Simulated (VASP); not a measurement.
Set up this calculation in VASP 6.6.1, as the native input.

| Item | Value |
| --- | --- |
| Task | single point |
| Functional | PBE |
| Potentials or basis | VASP PAW PBE potentials, release 64 (Ge_d, N) |
| Cutoff | 520 eV |
| k mesh | 7 × 7 × 1 |
| Occupations | gaussian, width 0.1 eV |
| Spin | no spin polarisation |
| Dipole correction | yes |
| Further INCAR settings | ALGO = Normal; EDIFF = 1e-06; NBANDS = 38 |

The structure of Ge4N lies in POSCAR:

```
Ge4N
1.0
    4.0740542166      0.0000000000      0.0000000000
    0.0000000000      4.0740542166      0.0000000000
    0.0000000000      0.0000000000     19.8557568530
Ge N
4 1
Direct
    0.0000000000      0.5000000000      0.2014529101
    0.0000000000      0.0000000000      0.2739958855
    0.5000000000      0.0000000000      0.3493666166
    0.5000000000      0.5000000000      0.4208228835
    0.5000000000      1.0000000000      0.4440847470
```

One way to write it, as run:

INCAR

```
SYSTEM = Ge4N
PREC     = Accurate       ! precision mode
ENCUT    = 520            ! plane-wave cutoff, eV
EDIFF    = 1E-6           ! SCF threshold, eV
ISMEAR   = 0              ! smearing method
SIGMA    = 0.1            ! smearing width, eV
LREAL    = .False.        ! projectors in reciprocal space
LASPH    = .True.         ! aspherical terms in the spheres
NELM     = 80             ! most SCF steps
ALGO     = Normal         ! electronic algorithm
ISIF     = 2              ! what is computed and relaxed
LWAVE    = .False.        ! write WAVECAR
LCHARG   = .False.        ! write CHGCAR
LDIPOL   = .True.       
IDIPOL   = 3            
DIPOL    = 0.5 0.5 0.338
GGA      = PE             ! functional
NBANDS   = 38             ! bands
```

KPOINTS

```
regular mesh
0
Gamma
  7 7 1
  0 0 0
```

Potentials or basis: VASP PAW PBE potentials, release 64 (Ge_d, N).

Command:

```console
$ cat potpaw_PBE.64/Ge_d/POTCAR potpaw_PBE.64/N/POTCAR > POTCAR
$ mpirun -np 1 vasp_std > vasp.out
```

It gave:

```yaml
Largest_force: 2.292 eV/Å
```

Wall time 3.1 min on 1 thread of Intel(R) Xeon(R) 6975P-C (Granite Rapids), with other jobs on the host, peak memory 0.44 GiB.
